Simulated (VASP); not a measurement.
# MgO (F-43m) in VASP: a series of runs, part 2 of 2

VASP 6.6.1.

### 3 Single point, r2SCAN

The input, POSCAR:

```
MgO
1.0
    0.0000000000      2.2820056624      2.2820056624
    2.2820056624      0.0000000000      2.2820056624
    2.2820056624      2.2820056624      0.0000000000
Mg O
1 1
Direct
    0.0000000000      0.0000000000      0.0000000000
    0.2500000000      0.2500000000      0.2500000000
```

The input, INCAR.step1:

```
PREC = Accurate
ENCUT = 520
ISMEAR = 1
SIGMA = 0.2
LREAL = False
LASPH = True
NELM = 80
NBANDS = 11
GGA = PE
ALGO = Normal
EDIFF = 1E-4
LWAVE = True
LCHARG = False
```

The input, INCAR.step2:

```
PREC = Accurate
ENCUT = 520
EDIFF = 1E-6
ISMEAR = 1
SIGMA = 0.2
LREAL = False
LASPH = True
NELM = 80
ALGO = Normal
ISIF = 2
LWAVE = False
LCHARG = True
METAGGA = R2SCAN
LMIXTAU = True
LELF = True
LVHAR = True
NBANDS = 11
ISTART = 1
```

The input, KPOINTS:

```
regular mesh
0
Gamma
  6 6 6
```

Potentials or basis: VASP PAW PBE potentials, release 64 (Mg, O).

Command:

```bash
$ cat potpaw_PBE.64/Mg/POTCAR potpaw_PBE.64/O/POTCAR > POTCAR
$ cp INCAR.step1 INCAR
$ mpirun -np 1 vasp_std > vasp.out
$ cp INCAR.step2 INCAR
$ mpirun -np 1 vasp_std > vasp.out
```

OUTCAR:

```text
PREC = Accurate
   ENCUT = 520
   EDIFF = 1E-6
   ISMEAR = 1
   LREAL = False
   LASPH = True
   NELM = 80
   ISIF = 2
   METAGGA = R2SCAN
   ISTART = 1

 ion  position               nearest neighbor table
   1  0.000  0.000  0.000-   2 1.98   2 1.98   2 1.98   2 1.98
   2  0.250  0.250  0.250-   1 1.98   1 1.98   1 1.98   1 1.98

  LATTYP: Found a face centered cubic cell.
 ALAT       =     4.5640113248

  Lattice vectors:

 A1 = (   0.0000000000,   2.2820056624,   2.2820056624)
 A2 = (   2.2820056624,   0.0000000000,   2.2820056624)
 A3 = (   2.2820056624,   2.2820056624,   0.0000000000)

Analysis of symmetry for initial positions (statically):
=====================================================================
 Subroutine PRICEL returns:
 Original cell was already a primitive cell.

 Routine SETGRP: Setting up the symmetry group for a
 face centered cubic supercell.

 Subroutine GETGRP returns: Found 24 space group operations
 (whereof 24 operations were pure point group operations)
 out of a pool of 48 trial point group operations.

The static configuration has the point symmetry T_d .

Analysis of symmetry for dynamics (positions and initial velocities):
=====================================================================
 Subroutine PRICEL returns:
 Original cell was already a primitive cell.

 Routine SETGRP: Setting up the symmetry group for a
 face centered cubic supercell.

 Subroutine GETGRP returns: Found 24 space group operations
 (whereof 24 operations were pure point group operations)
 out of a pool of 48 trial point group operations.

The dynamic configuration has the point symmetry T_d .

 Subroutine INISYM returns: Found 24 space group operations
 (whereof 24 operations are pure point group operations),
 and found     1 'primitive' translations

----------------------------------------------------------------------------------------

                                     Primitive cell

  volume of cell :      23.7673

  direct lattice vectors                    reciprocal lattice vectors
     0.000000000  2.282005662  2.282005662    -0.219105504  0.219105504  0.219105504
     2.282005662  0.000000000  2.282005662     0.219105504 -0.219105504  0.219105504
     2.282005662  2.282005662  0.000000000     0.219105504  0.219105504 -0.219105504

  length of vectors
     3.227243357  3.227243357  3.227243357     0.379501865  0.379501865  0.379501865

  position of ions in fractional coordinates (direct lattice)
     0.000000000  0.000000000  0.000000000
     0.250000000  0.250000000  0.250000000

  ion indices of the primitive-cell ions
   primitive index   ion index
                 1           1
                 2           2

----------------------------------------------------------------------------------------

 KPOINTS: regular mesh

Automatic generation of k-mesh.
 Grid dimensions read from file:
 generate k-points for:    6    6    6

 Generating k-lattice:

  Cartesian coordinates                     Fractional coordinates (reciprocal lattice)
    -0.036517584  0.036517584  0.036517584     0.166666667  0.000000000  0.000000000
     0.036517584 -0.036517584  0.036517584     0.000000000  0.166666667  0.000000000
     0.036517584  0.036517584 -0.036517584     0.000000000  0.000000000  0.166666667

  Length of vectors
     0.063250311  0.063250311  0.063250311

  Shift w.r.t. Gamma in fractional coordinates (k-lattice)
     0.000000000  0.000000000  0.000000000

 Subroutine IBZKPT returns following result:
 ===========================================

 Found     16 irreducible k-points:

 Following reciprocal coordinates:
            Coordinates               Weight
  0.000000  0.000000  0.000000      1.000000
  0.166667  0.000000  0.000000      8.000000
  0.333333  0.000000  0.000000      8.000000
  0.500000  0.000000  0.000000      4.000000
  0.166667  0.166667  0.000000      6.000000
  0.333333  0.166667  0.000000     24.000000
[... 8 lines left out ...]
 -0.333333  0.333333  0.166667     24.000000
 -0.333333  0.500000  0.166667     12.000000
   k-points           NKPTS =     16   k-points in BZ     NKDIM =     16   number of bands    NBANDS=     11
   number of dos      NEDOS =    301   number of ions     NIONS =      2
   total plane-waves  NPLWV =  13824
   dimension x,y,z NGX =    24 NGY =   24 NGZ =   24
   dimension x,y,z NGXF=    48 NGYF=   48 NGZF=   48
   ions per type =               1   1
   NGX,Y,Z   is equivalent  to a cutoff of  12.36, 12.36, 12.36 a.u.
   NGXF,Y,Z  is equivalent  to a cutoff of  24.73, 24.73, 24.73 a.u.
 SYSTEM =  unknown system
   PREC   = accura    normal or accurate (medium, high low for compatibility)
   ISTART =      1    job   : 0-new  1-cont  2-samecut
   ICHARG =      0    charge: 1-file 2-atom 10-const
   ISPIN  =      1    spin polarized calculation?
   LNONCOLLINEAR =      F non collinear calculations
   LSORBIT =      F    spin-orbit coupling
   LASPH  =      T    aspherical Exc in radial PAW
   ENCUT  =  520.0 eV  38.22 Ry    6.18 a.u.   6.00  6.00  6.00*2*pi/ulx,y,z
   NELM   =     80;   NELMIN=  2; NELMDL=  0     # of ELM steps
   EDIFF  = 0.1E-05   stopping-criterion for ELM
   LREAL  =      F    real-space projection
   EDIFFG = 0.1E-04   stopping-criterion for IOM
   NSW    =      0    number of steps for IOM
   IBRION =     -1    ionic relax: 0-MD 1-quasi-New 2-CG
   NFREE  =      0    steps in history (QN), initial steepest desc. (CG)
   ISIF   =      2    stress and relaxation
   ISYM   =      2    0-nonsym 1-usesym 2-fastsym
   POTIM  = 0.5000    time-step for ionic-motion
   TEBEG  =    0.0;   TEEND  =   0.0 temperature during run
   PSTRESS=    0.0 pullay stress
   NELECT =       8.0000    total number of electrons
   NUPDOWN=      -1.0000    fix difference up-down
   EMIN   =  10.00;   EMAX   =-10.00  energy-range for DOS
   EFERMI =   0.00;   METHOD = LEGACY
   ISMEAR =     1;   SIGMA  =   0.20  broadening in eV -4-tet -1-fermi 0-gaus
   EFERMI_NEDOS =   21; number of points for ismear=-14 and -15
   IALGO  =     38    algorithm
   IMIX   =      4    mixing-type and parameters
     AMIX     =   0.40;   BMIX     =  1.00
     AMIX_MAG =   1.60;   BMIX_MAG =  1.00
  volume/ion in A,a.u.               =      11.88        80.19
  Fermi-wavevector in a.u.,A,eV,Ry     =   1.138793  2.152007 17.644708  1.296849
  Thomas-Fermi vector in A             =   2.275497
   LORBIT       =      0    0 simple, 1 ext, 2 COOP (PROOUT), +10 PAW based schemes
   METAGGA = R2SCAN    functional components
   LHFCALC =     F    Hartree Fock is set to
   AEXX    =    0.0000 exact exchange contribution
   IVDW    =     0    specifies the selected vdW correction
   LEPSILON=     F    determine dielectric tensor
   LRPA    =     F    only Hartree local field effects (RPA)
 non-spin polarized calculation
 Methfessel and Paxton  Order N= 1 SIGMA  =   0.20
  energy-cutoff  :      520.00
  volume of cell :       23.77
 maximum number of plane-waves:       650
   NGX = 13   NGY = 13   NGZ = 13

 number of electron       8.0000007 magnetization

 Free energy of the ion-electron system (eV)
  ---------------------------------------------------
  ext. energy  EPLUGINS =         0.00000000
  ---------------------------------------------------
  free energy    TOTEN  =       -15.85051066 eV

  energy without entropy =      -15.85741998  energy(sigma->0) =      -15.85281377

 E-fermi :   0.4417     XC(G=0): -10.1657

 val. band max:        0.3598666354   @ k =   0.0000   0.0000   0.0000
 cond. band min:       4.6823636583   @ k =   0.0000   0.0000   0.0000
 fundamental gap:      4.3224970229
 Fermi energy:         0.4417203617

 k-point     1 :       0.0000    0.0000    0.0000
  band No.  band energies     occupation
      1     -16.4727      2.00000
      2       0.3599      1.63259
      3       0.3599      1.63258
      4       0.3599      1.63257
      5       4.6824      0.00000
      6      18.2777      0.00000
      7      18.2777      0.00000
      8      18.2777      0.00000
      9      21.7559      0.00000
     10      21.7559      0.00000
     11      21.8769      0.00000
[... 197 lines left out ...]
 k-point    16 :      -0.3333    0.5000    0.1667
  band No.  band energies     occupation
      1     -15.6308      2.00000
      2      -1.7591      2.00000
      3      -0.8728      2.00000
      4      -0.6069      2.00000
      5       8.3459      0.00000
      6      12.8669      0.00000
      7      15.4940      0.00000
      8      15.9045      0.00000
      9      20.0452      0.00000
     10      24.4866      0.00000
     11      25.3977      0.00000

------------------------ aborting loop because EDIFF is reached ----------------------------------------

  FORCE on cell =-STRESS in cart. coord.  units (eV):
  Direction    XX          YY          ZZ          XY          YZ          ZX
  --------------------------------------------------------------------------------------
  -------------------------------------------------------------------------------------
  Total       -0.0835299     -0.0835299     -0.0835299      0.0000000      0.0000000     -0.0000000
  in kB       -5.6308315     -5.6308315     -5.6308315      0.0000000      0.0000000     -0.0000000
  external PRESSURE =      -5.6308315 kB  Pullay stress =       0.0000000 kB

 VOLUME and BASIS-vectors are now :
 -----------------------------------------------------------------------------
  energy-cutoff  :      520.00
  volume of cell :       23.77
      direct lattice vectors                 reciprocal lattice vectors
     0.000000000  2.282005662  2.282005662    -0.219105504  0.219105504  0.219105504
     2.282005662  0.000000000  2.282005662     0.219105504 -0.219105504  0.219105504
     2.282005662  2.282005662  0.000000000     0.219105504  0.219105504 -0.219105504

 POSITION                                       TOTAL-FORCE (eV/Angst)
 -----------------------------------------------------------------------------------
      0.00000      0.00000      0.00000        -0.000000     -0.000000      0.000000
      1.14100      1.14100      1.14100         0.000000      0.000000     -0.000000
 -----------------------------------------------------------------------------------
    total drift:                                0.000003      0.000003      0.000003

  FREE ENERGIE OF THE ION-ELECTRON SYSTEM (eV)
  ---------------------------------------------------
  free  energy   TOTEN  =       -15.8505106643 eV

  energy  without entropy=      -15.8574199850  energy(sigma->0) =      -15.85281377
```

OUTCAR.step1:

```text
PREC = Accurate
   ENCUT = 520
   ISMEAR = 1
   LREAL = False
   LASPH = True
[... 434 lines left out ...]
      0.00000      0.00000      0.00000        -0.000000     -0.000000     -0.000000
      1.14100      1.14100      1.14100         0.000000      0.000000      0.000000
 -----------------------------------------------------------------------------------
    total drift:                               -0.000001     -0.000001     -0.000001

  FREE ENERGIE OF THE ION-ELECTRON SYSTEM (eV)
  ---------------------------------------------------
  free  energy   TOTEN  =       -11.6898586983 eV

  energy  without entropy=      -11.6968197144  energy(sigma->0) =      -11.69217904
```

Run time: 20 s. Hardware: 1 thread of Intel Xeon Platinum 8259CL at 2.50GHz (Skylake/Cascade Lake), shared host; peak memory 0.14 GiB.

What came out:

```
Free energy            : -15.8505 eV
Pressure               : -0.6 GPa
Band gap on the k mesh : 4.32 eV, direct
```

Caveat: the PAW data sets were made with another functional, which shifts forces and pressure a little. r2SCAN opens gaps a little over a GGA but as a rule still falls short of measured ones.
